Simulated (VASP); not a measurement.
HfN:

```
Hf N
1.0
     0.00000    2.45482    2.45482
     2.45482    0.00000    2.45482
     2.45482    2.45482    0.00000
Hf N
1 1
Direct
  0.00000 0.00000 0.00000
  0.25000 0.25000 0.25000
```

- Program: VASP 6.6.1
- Task: relaxation of cell and atoms
- Functional: LDA
- Potentials or basis: VASP PAW LDA potentials, release 64 (Hf_pv, N)
- Cutoff: 600 eV
- k mesh: 10 × 10 × 10
- Occupations: fermi-dirac, width 0.15 eV
- Spin: no spin polarisation

At the start: pressure -9.8 GPa; volume 14.79 Å³/atom.

**Question.** How do energy, volume and symmetry change on relaxing?

**Answer.** Over 4 steps the energy falls by 23.1 meV/atom and the volume is 14.07 Å³/atom (-4.9 %); space group F-43m (No. 216, to 0.1 Å) before and after.

The path:
```tsv
step	energy change (eV)	largest force (eV/Å)	pressure (GPa)	volume (Å³)
1	0.0000	0.0000	-9.85	29.59
2	0.0993	0.0000	21.98	25.86
3	-0.0463	0.0000	-0.28	28.18
4	-0.0463	0.0000	-0.03	28.15
```

Final structure:
```cif
data_structure
_symmetry_space_group_name_H-M 'P 1'
_symmetry_Int_Tables_number 1
_cell_length_a 3.4144
_cell_length_b 3.4144
_cell_length_c 3.4144
_cell_angle_alpha 60.000
_cell_angle_beta 60.000
_cell_angle_gamma 60.000
_cell_volume 28.15
loop_
_atom_site_label
_atom_site_type_symbol
_atom_site_fract_x
_atom_site_fract_y
_atom_site_fract_z
_atom_site_occupancy
Hf1 Hf 0.00000 0.00000 0.00000 1
N1 N 0.25000 0.25000 0.25000 1
```
